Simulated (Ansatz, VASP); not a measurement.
**MnO in VASP and in Ansatz**

```
CELL_PARAMETERS angstrom
0.00000 2.17851 2.17851
2.17851 0.00000 2.17851
2.17851 2.17851 0.00000
ATOMIC_POSITIONS crystal
Mn 0.00000 0.00000 0.00000
O 0.50000 0.50000 0.50000
```

Alike in both runs: task single point; functional B3LYP5; k mesh 5 × 5 × 5; occupations fermi-dirac, width 0.05 eV; collinear spin.

|  | VASP | Ansatz |
| --- | --- | --- |
| version | VASP 6.6.1 | Ansatz 0.2.0 |
| potentials or method | VASP PAW PBE potentials, release 64 (Mn_pv, O) | Ansatz PAW |
| plane-wave cutoff (eV) | 520 | 420 |
| valence electrons in the cell | 19 | 21 |

Ansatz gave:

```
gap on the k mesh at the Fermi level (eV)                     : 1.83
least direct gap on the mesh (eV)                             : 3.97
pressure (GPa)                                                : 18.0
net moment per atom (μB)                                      : 2.50
size of the moment on the site where the two differ most (μB) : 4.24
```

Question: What did VASP give for the same quantities?

Answer: gap on the k mesh at the Fermi level (eV): 1.84; least direct gap on the mesh (eV): 3.98; pressure (GPa): 18.6; net moment per atom (μB): 2.50; size of the moment on the site where the two differ most (μB): 4.54.

VASP's potentials were made for PBE, not for B3LYP5. Site moments also hang on the region over which each program counts them. With one functional, cell and mesh, what is left measures potentials, basis and numerics. VASP's potentials hold 19 valence electrons a cell and Ansatz's 21, so a difference there can come from the potentials and not from the codes.

The k mesh is coarse, so the values compare programs but aren't converged. Noted on Ansatz's run: the magnetic or orbital state may not be the lowest; odd divisions of the mesh miss points on the zone boundary, where band edges often lie, so the gap on the mesh can be too wide.
